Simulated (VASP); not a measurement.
# TaN (Fm-3m) in VASP: notebook

TaN is run at these levels: r2SCAN; tasks: single point.

Program: VASP 6.6.1. These are calculated values, not measurements. Logs are shortened: lines on timing, memory, paths and dates and some standing lists are left out, and cuts for length are marked.

**1. The cell of the first run**

The structure is cubic, space group Fm-3m (No. 225). Conventional cell: a = 4.213 Å, b = 4.213 Å, c = 4.213 Å, α = 90.00°, β = 90.00°, γ = 90.00°. Within 2.8 Å of Ta (site symmetry m-3m) lie 6 N at 2.11 Å. N (site symmetry m-3m) has 6 Ta at 2.11 Å within 2.8 Å.

**2. Single point, r2SCAN (volume scaled by 0.88)**

POSCAR

```
TaN
1.0
    0.0000000000      2.1065633751      2.1065633751
    2.1065633751      0.0000000000      2.1065633751
    2.1065633751      2.1065633751      0.0000000000
Ta N
1 1
Direct
    0.5000000000      0.5000000000      0.5000000000
    0.0000000000      0.0000000000      0.0000000000
```

INCAR.step1

```
SYSTEM = TaN
  PREC = Accurate
  ENCUT = 520
  ISMEAR = 0
  SIGMA = 0.1
  LREAL = .FALSE.
  LASPH = .TRUE.
  NELM = 60
  NBANDS = 15
  GGA = PE
  ALGO = Normal
  EDIFF = 1E-4
  LWAVE = .TRUE.
  LCHARG = .FALSE.
```

INCAR.step2

```
SYSTEM = TaN
  PREC = Accurate
  ENCUT = 520
  EDIFF = 1E-7
  ISMEAR = 0
  SIGMA = 0.1
  LREAL = .FALSE.
  LASPH = .TRUE.
  NELM = 60
  ALGO = Normal
  ISIF = 2
  LWAVE = .FALSE.
  LCHARG = .TRUE.
  METAGGA = R2SCAN
  LMIXTAU = .TRUE.
  LELF = .TRUE.
  LVHAR = .TRUE.
  NBANDS = 15
  ISTART = 1
```

KPOINTS

```
Automatic mesh
0
G
  16 16 16
  0 0 0
```

Potentials or basis: VASP PAW PBE potentials, release 64 (Ta_pv, N).

The run is started by

```
$ cat potpaw_PBE.64/Ta_pv/POTCAR potpaw_PBE.64/N/POTCAR > POTCAR
$ cp INCAR.step1 INCAR
$ mpirun -np 1 vasp_std > vasp.out
$ cp INCAR.step2 INCAR
$ mpirun -np 1 vasp_std > vasp.out
```

OUTCAR:

```text
SYSTEM = TaN
   PREC = Accurate
   ENCUT = 520
   EDIFF = 1E-7
   ISMEAR = 0
   LREAL = .FALSE.
   LASPH = .TRUE.
   NELM = 60
   ISIF = 2
   METAGGA = R2SCAN
   ISTART = 1

 ion  position               nearest neighbor table
   1  0.500  0.500  0.500-   2 2.11   2 2.11   2 2.11   2 2.11   2 2.11   2 2.11
   2  0.000  0.000  0.000-   1 2.11   1 2.11   1 2.11   1 2.11   1 2.11   1 2.11

  LATTYP: Found a face centered cubic cell.
 ALAT       =     4.2131267502

  Lattice vectors:

 A1 = (   0.0000000000,   2.1065633751,   2.1065633751)
 A2 = (   2.1065633751,   0.0000000000,   2.1065633751)
 A3 = (   2.1065633751,   2.1065633751,   0.0000000000)

Analysis of symmetry for initial positions (statically):
=====================================================================
 Subroutine PRICEL returns:
 Original cell was already a primitive cell.

 Routine SETGRP: Setting up the symmetry group for a
 face centered cubic supercell.

 Subroutine GETGRP returns: Found 48 space group operations
 (whereof 48 operations were pure point group operations)
 out of a pool of 48 trial point group operations.

The static configuration has the point symmetry O_h .

Analysis of symmetry for dynamics (positions and initial velocities):
=====================================================================
 Subroutine PRICEL returns:
 Original cell was already a primitive cell.

 Routine SETGRP: Setting up the symmetry group for a
 face centered cubic supercell.

 Subroutine GETGRP returns: Found 48 space group operations
 (whereof 48 operations were pure point group operations)
 out of a pool of 48 trial point group operations.

The dynamic configuration has the point symmetry O_h .

 Subroutine INISYM returns: Found 48 space group operations
 (whereof 48 operations are pure point group operations),
 and found     1 'primitive' translations

----------------------------------------------------------------------------------------

                                     Primitive cell

  volume of cell :      18.6962

  direct lattice vectors                    reciprocal lattice vectors
     0.000000000  2.106563375  2.106563375    -0.237353410  0.237353410  0.237353410
     2.106563375  0.000000000  2.106563375     0.237353410 -0.237353410  0.237353410
     2.106563375  2.106563375  0.000000000     0.237353410  0.237353410 -0.237353410

  length of vectors
     2.979130495  2.979130495  2.979130495     0.411108165  0.411108165  0.411108165

  position of ions in fractional coordinates (direct lattice)
     0.500000000  0.500000000  0.500000000
     0.000000000  0.000000000  0.000000000

  ion indices of the primitive-cell ions
   primitive index   ion index
                 1           1
                 2           2

----------------------------------------------------------------------------------------

 KPOINTS: Automatic mesh

Automatic generation of k-mesh.
 Grid dimensions read from file:
 generate k-points for:   16   16   16

 Generating k-lattice:

  Cartesian coordinates                     Fractional coordinates (reciprocal lattice)
    -0.014834588  0.014834588  0.014834588     0.062500000  0.000000000  0.000000000
     0.014834588 -0.014834588  0.014834588     0.000000000  0.062500000  0.000000000
     0.014834588  0.014834588 -0.014834588     0.000000000  0.000000000  0.062500000

  Length of vectors
     0.025694260  0.025694260  0.025694260

  Shift w.r.t. Gamma in fractional coordinates (k-lattice)
     0.000000000  0.000000000  0.000000000

 Subroutine IBZKPT returns following result:
 ===========================================

 Found    145 irreducible k-points:

 Following reciprocal coordinates:
            Coordinates               Weight
  0.000000  0.000000  0.000000      1.000000
  0.062500  0.000000  0.000000      8.000000
  0.125000  0.000000  0.000000      8.000000
  0.187500  0.000000  0.000000      8.000000
  0.250000  0.000000  0.000000      8.000000
  0.312500  0.000000  0.000000      8.000000
[... 16 lines left out ...]
 -0.125000  0.062500  0.000000     24.000000
 -0.062500  0.062500  0.000000     12.000000
 [... further k-points ...]
   k-points           NKPTS =    145   k-points in BZ     NKDIM =    145   number of bands    NBANDS=     15
   number of dos      NEDOS =    301   number of ions     NIONS =      2
   total plane-waves  NPLWV =  13824
   dimension x,y,z NGX =    24 NGY =   24 NGZ =   24
   dimension x,y,z NGXF=    48 NGYF=   48 NGZF=   48
   ions per type =               1   1
   NGX,Y,Z   is equivalent  to a cutoff of  13.39, 13.39, 13.39 a.u.
   NGXF,Y,Z  is equivalent  to a cutoff of  26.79, 26.79, 26.79 a.u.
 SYSTEM =  TaN
   PREC   = accura    normal or accurate (medium, high low for compatibility)
   ISTART =      1    job   : 0-new  1-cont  2-samecut
   ICHARG =      0    charge: 1-file 2-atom 10-const
   ISPIN  =      1    spin polarized calculation?
   LNONCOLLINEAR =      F non collinear calculations
   LSORBIT =      F    spin-orbit coupling
   LASPH  =      T    aspherical Exc in radial PAW
   ENCUT  =  520.0 eV  38.22 Ry    6.18 a.u.   5.54  5.54  5.54*2*pi/ulx,y,z
   NELM   =     60;   NELMIN=  2; NELMDL=  0     # of ELM steps
   EDIFF  = 0.1E-06   stopping-criterion for ELM
   LREAL  =      F    real-space projection
   EDIFFG = 0.1E-05   stopping-criterion for IOM
   NSW    =      0    number of steps for IOM
   IBRION =     -1    ionic relax: 0-MD 1-quasi-New 2-CG
   NFREE  =      0    steps in history (QN), initial steepest desc. (CG)
   ISIF   =      2    stress and relaxation
   ISYM   =      2    0-nonsym 1-usesym 2-fastsym
   POTIM  = 0.5000    time-step for ionic-motion
   TEBEG  =    0.0;   TEEND  =   0.0 temperature during run
   PSTRESS=    0.0 pullay stress
   NELECT =      16.0000    total number of electrons
   NUPDOWN=      -1.0000    fix difference up-down
   EMIN   =  10.00;   EMAX   =-10.00  energy-range for DOS
   EFERMI =   0.00;   METHOD = LEGACY
   ISMEAR =     0;   SIGMA  =   0.10  broadening in eV -4-tet -1-fermi 0-gaus
   EFERMI_NEDOS =   21; number of points for ismear=-14 and -15
   IALGO  =     38    algorithm
   IMIX   =      4    mixing-type and parameters
     AMIX     =   0.40;   BMIX     =  1.00
     AMIX_MAG =   1.60;   BMIX_MAG =  1.00
  volume/ion in A,a.u.               =       9.35        63.08
  Fermi-wavevector in a.u.,A,eV,Ry     =   1.554284  2.937170 32.868926  2.415798
  Thomas-Fermi vector in A             =   2.658392
   LORBIT       =      0    0 simple, 1 ext, 2 COOP (PROOUT), +10 PAW based schemes
   METAGGA = R2SCAN    functional components
   LHFCALC =     F    Hartree Fock is set to
   AEXX    =    0.0000 exact exchange contribution
   IVDW    =     0    specifies the selected vdW correction
   LEPSILON=     F    determine dielectric tensor
   LRPA    =     F    only Hartree local field effects (RPA)
 non-spin polarized calculation
 Gauss-broadening in eV      SIGMA  =   0.10
  energy-cutoff  :      520.00
  volume of cell :       18.70
 maximum number of plane-waves:       531
 NGX is ok and might be reduce to    24
   NGX = 11   NGY = 11   NGZ = 11

 number of electron      16.0000001 magnetization

 Free energy of the ion-electron system (eV)
  ---------------------------------------------------
  ext. energy  EPLUGINS =         0.00000000
  ---------------------------------------------------
  free energy    TOTEN  =       -59.16080849 eV

  energy without entropy =      -59.15600571  energy(sigma->0) =      -59.15840710

 E-fermi :  11.1250     XC(G=0): -15.2981

 val. band max:       11.1125970618   @ k =  -0.3125   0.3125   0.1250
 cond. band min:      11.1432675805   @ k =  -0.4375   0.1875   0.0000
 fundamental gap:      0.0306705186
 Fermi energy:        11.1249539322

 k-point     1 :       0.0000    0.0000    0.0000
  band No.  band energies     occupation
      1     -25.7581      2.00000
      2     -25.7581      2.00000
      3     -25.7581      2.00000
      4      -9.9857      2.00000
      5       6.5951      2.00000
      6       6.5951      2.00000
      7       6.5951      2.00000
      8       8.5665      2.00000
      9       8.5665      2.00000
     10       8.5665      2.00000
     11      11.2716      0.03803
     12      11.2716      0.03803
     13      14.1430      0.00000
     14      21.0664      0.00000
     15      21.1577      0.00000

 k-point     2 :       0.0625    0.0000    0.0000
  band No.  band energies     occupation
      1     -25.8191      2.00000
      2     -25.7628      2.00000
      3     -25.7628      2.00000
      4      -9.8593      2.00000
      5       6.0332      2.00000
      6       6.1863      2.00000
      7       6.1863      2.00000
      8       8.7565      2.00000
      9       8.7565      2.00000
     10       8.8452      2.00000
     11      11.7469      0.00000
     12      11.7469      0.00000
     13      14.4311      0.00000
     14      21.0664      0.00000
     15      21.5143      0.00000

 k-point     3 :       0.1250    0.0000    0.0000
  band No.  band energies     occupation
      1     -25.9893      2.00000
      2     -25.7761      2.00000
      3     -25.7761      2.00000
      4      -9.4967      2.00000
      5       4.8831      2.00000
      6       5.3418      2.00000
      7       5.3418      2.00000
      8       9.1999      2.00000
      9       9.1999      2.00000
     10       9.2817      2.00000
     11      12.9040      0.00000
     12      12.9040      0.00000
     13      15.1851      0.00000
     14      21.0663      0.00000
     15      22.5078      0.00000

 k-point     4 :       0.1875    0.0000    0.0000
  band No.  band energies     occupation
      1     -26.2344      2.00000
      2     -25.7960      2.00000
      3     -25.7960      2.00000
      4      -8.9438      2.00000
      5       3.5864      2.00000
      6       4.4445      2.00000
      7       4.4445      2.00000
      8       9.7229      2.00000
      9       9.8361      2.00000
     10       9.8361      2.00000
     11      14.3775      0.00000
     12      14.3775      0.00000
     13      16.1560      0.00000
     14      21.0662      0.00000
     15      23.8901      0.00000
[... 307 lines left out ...]
 k-point    22 :      -0.1875    0.0625    0.0000
  band No.  band energies     occupation
      1     -26.3348      2.00000
      2     -25.8595      2.00000
      3     -25.7841      2.00000
      4      -8.6589      2.00000
      5       2.9339      2.00000
      6       3.8565      2.00000
      7       4.4782      2.00000
      8       9.7342      2.00000
      9       9.7766      2.00000
     10      10.9564      1.98284
     11      13.8944      0.00000
     12      15.7960      0.00000
     13      16.8299      0.00000
     14      21.0662      0.00000
     15      24.5751      0.00000

 k-point    23 :      -0.1250    0.0625    0.0000
  band No.  band energies     occupation
      1     -26.0871      2.00000
      2     -25.8278      2.00000
      3     -25.7673      2.00000
      4      -9.2394      2.00000
      5       4.1281      2.00000
      6       4.6714      2.00000
      7       5.2805      2.00000
      8       9.1305      2.00000
      9       9.3984      2.00000
     10      10.1423      2.00000
     11      12.6285      0.00000
     12      14.2383      0.00000
     13      15.8254      0.00000
     14      21.0663      0.00000
     15      23.2083      0.00000

 k-point    24 :      -0.0625    0.0625    0.0000
  band No.  band energies     occupation
      1     -25.9032      2.00000
      2     -25.7939      2.00000
      3     -25.7598      2.00000
      4      -9.6569      2.00000
      5       5.2454      2.00000
      6       5.5246      2.00000
      7       5.9573      2.00000
      8       8.7751      2.00000
      9       9.0302      2.00000
     10       9.4300      2.00000
     11      11.8462      0.00000
     12      12.8230      0.00000
     13      14.9230      0.00000
     14      21.0663      0.00000
     15      22.0813      0.00000

 [... further k-points ...]
[... 5 lines left out ...]
  --------------------------------------------------------------------------------------
  -------------------------------------------------------------------------------------
  Total        7.2974678      7.2974678      7.2974678      0.0000000      0.0000000      0.0000000
  in kB      625.3586892    625.3586892    625.3586892      0.0000000      0.0000000      0.0000000
  external PRESSURE =     625.3586892 kB  Pullay stress =       0.0000000 kB

 VOLUME and BASIS-vectors are now :
 -----------------------------------------------------------------------------
  energy-cutoff  :      520.00
  volume of cell :       18.70
      direct lattice vectors                 reciprocal lattice vectors
     0.000000000  2.106563375  2.106563375    -0.237353410  0.237353410  0.237353410
     2.106563375  0.000000000  2.106563375     0.237353410 -0.237353410  0.237353410
     2.106563375  2.106563375  0.000000000     0.237353410  0.237353410 -0.237353410

 POSITION                                       TOTAL-FORCE (eV/Angst)
 -----------------------------------------------------------------------------------
      2.10656      2.10656      2.10656        -0.000000      0.000000      0.000000
      0.00000      0.00000      0.00000         0.000000     -0.000000     -0.000000
 -----------------------------------------------------------------------------------
    total drift:                                0.000000     -0.000000     -0.000000

  FREE ENERGIE OF THE ION-ELECTRON SYSTEM (eV)
  ---------------------------------------------------
  free  energy   TOTEN  =       -59.1608084948 eV

  energy  without entropy=      -59.1560057115  energy(sigma->0) =      -59.15840710
```

Wall time 85 s (1 thread of Intel Xeon 6975P-C, shared host); peak memory 0.18 GiB.

What came out:

| Quantity | Value |
| --- | --- |
| Free energy | -59.1608 eV |
| Pressure | 62.5 GPa |
| Band gap on the k mesh | zero (band 8 reaches 13.50 eV, above the bottom of band 9 at 8.57 eV) |

Caveat: the PAW data sets were made with another functional, which shifts forces and pressure a little; spin-orbit coupling is left out, which moves the levels of the heavy elements.

**3. Single point, r2SCAN (volume scaled by 0.91)**

POSCAR

```
TaN
1.0
    0.0000000000      2.1302346077      2.1302346077
    2.1302346077      0.0000000000      2.1302346077
    2.1302346077      2.1302346077      0.0000000000
Ta N
1 1
Direct
    0.5000000000      0.5000000000      0.5000000000
    0.0000000000      0.0000000000      0.0000000000
```

INCAR.step1

```
PREC     = Accurate       # precision mode
ENCUT    = 520            # plane-wave cutoff, eV
ISMEAR   = 0              # smearing method
SIGMA    = 0.1            # smearing width, eV
LREAL    = F              # projectors in reciprocal space
LASPH    = T              # aspherical terms in the spheres
NELM     = 60             # most SCF steps
NBANDS   = 15             # bands
GGA      = PE             # functional
ALGO     = Normal         # electronic algorithm
EDIFF    = 1E-4           # SCF threshold, eV
LWAVE    = T              # write WAVECAR
LCHARG   = F              # write CHGCAR
```

INCAR.step2

```
PREC     = Accurate       # precision mode
ENCUT    = 520            # plane-wave cutoff, eV
EDIFF    = 1E-6           # SCF threshold, eV
ISMEAR   = 0              # smearing method
SIGMA    = 0.1            # smearing width, eV
LREAL    = F              # projectors in reciprocal space
LASPH    = T              # aspherical terms in the spheres
NELM     = 60             # most SCF steps
ALGO     = Normal         # electronic algorithm
ISIF     = 2              # what is computed and relaxed
LWAVE    = F              # write WAVECAR
LCHARG   = F              # write CHGCAR
METAGGA  = R2SCAN         # meta-GGA
LMIXTAU  = T            
NBANDS   = 15             # bands
ISTART   = 1
```

KPOINTS

```
regular mesh
0
Gamma
  16 16 16
```

Potentials or basis: VASP PAW PBE potentials, release 64 (Ta_pv, N).

The run is started by

```
$ cat potpaw_PBE.64/Ta_pv/POTCAR potpaw_PBE.64/N/POTCAR > POTCAR
$ cp INCAR.step1 INCAR
$ mpirun -np 1 vasp_std > vasp.out
$ cp INCAR.step2 INCAR
$ mpirun -np 1 vasp_std > vasp.out
```

OUTCAR:

```text
PREC = Accurate
   ENCUT = 520
   EDIFF = 1E-6
   ISMEAR = 0
   LREAL = F
   LASPH = T
   NELM = 60
   ISIF = 2
   METAGGA = R2SCAN
   ISTART = 1

 ion  position               nearest neighbor table
   1  0.500  0.500  0.500-   2 2.13   2 2.13   2 2.13   2 2.13   2 2.13   2 2.13
   2  0.000  0.000  0.000-   1 2.13   1 2.13   1 2.13   1 2.13   1 2.13   1 2.13

  LATTYP: Found a face centered cubic cell.
 ALAT       =     4.2604692154

  Lattice vectors:
[... 608 lines left out ...]
      7       5.6815      2.00000
      8       8.4722      2.00000
      9       8.7105      2.00000
     10       9.0947      2.00000
     11      11.4010      0.00000
     12      12.3448      0.00000
     13      14.1867      0.00000
     14      20.5504      0.00000
     15      21.6262      0.00000

 [... further k-points ...]
[... 5 lines left out ...]
  --------------------------------------------------------------------------------------
  -------------------------------------------------------------------------------------
  Total        5.2482272      5.2482272      5.2482272      0.0000000      0.0000000      0.0000000
  in kB      434.9215311    434.9215311    434.9215311      0.0000000      0.0000000      0.0000000
  external PRESSURE =     434.9215311 kB  Pullay stress =       0.0000000 kB

 VOLUME and BASIS-vectors are now :
 -----------------------------------------------------------------------------
  energy-cutoff  :      520.00
  volume of cell :       19.33
      direct lattice vectors                 reciprocal lattice vectors
     0.000000000  2.130234608  2.130234608    -0.234715931  0.234715931  0.234715931
     2.130234608  0.000000000  2.130234608     0.234715931 -0.234715931  0.234715931
     2.130234608  2.130234608  0.000000000     0.234715931  0.234715931 -0.234715931

 POSITION                                       TOTAL-FORCE (eV/Angst)
 -----------------------------------------------------------------------------------
      2.13023      2.13023      2.13023        -0.000000     -0.000000     -0.000000
      0.00000      0.00000      0.00000         0.000000      0.000000      0.000000
 -----------------------------------------------------------------------------------
    total drift:                                0.000000     -0.000000     -0.000000

  FREE ENERGIE OF THE ION-ELECTRON SYSTEM (eV)
  ---------------------------------------------------
  free  energy   TOTEN  =       -59.3714427269 eV

  energy  without entropy=      -59.3664602193  energy(sigma->0) =      -59.36895147
```

OSZICAR.step1:

```text
N       E                     dE             d eps       ncg     rms          rms(c)
DAV:   1     0.888799425423E+02    0.88880E+02   -0.88524E+03  4374   0.115E+03
DAV:   2    -0.219472096112E+02   -0.11083E+03   -0.10470E+03  5372   0.306E+02
DAV:   3    -0.245670134066E+02   -0.26198E+01   -0.26062E+01  4854   0.442E+01
DAV:   4    -0.245765031100E+02   -0.94897E-02   -0.94864E-02  5738   0.282E+00
DAV:   5    -0.245765623006E+02   -0.59191E-04   -0.59189E-04  4873   0.191E-01    0.295E+01
DAV:   6    -0.215894820531E+02    0.29871E+01   -0.53383E+00  5236   0.270E+01    0.126E+01
DAV:   7    -0.215556131221E+02    0.33869E-01   -0.49861E-01  5267   0.581E+00    0.840E+00
DAV:   8    -0.215319303562E+02    0.23683E-01   -0.10860E-01  4882   0.273E+00    0.200E+00
DAV:   9    -0.215255133149E+02    0.64170E-02   -0.16294E-02  4714   0.105E+00    0.319E-01
DAV:  10    -0.215254666442E+02    0.46671E-04   -0.10005E-03  4987   0.376E-01    0.833E-02
DAV:  11    -0.215254126726E+02    0.53972E-04   -0.12032E-04  3655   0.123E-01
   1 F= -.21525413E+02 E0= -.21522838E+02  d E =-.515000E-02
```

It took 83 s on 1 thread of Intel Xeon 6975P-C, shared host; peak memory 0.18 GiB.

Results:

```yaml
Free_energy: -59.3714 eV
Pressure: 43.5 GPa
Band_gap_on_the_k_mesh: zero (band 8 reaches 12.97 eV, above the bottom of band 9 at 8.27 eV)
```

Caveat: the PAW data sets were made with another functional, which shifts forces and pressure a little; spin-orbit coupling is left out, which moves the levels of the heavy elements.

(Continued in part 2 of 2.)
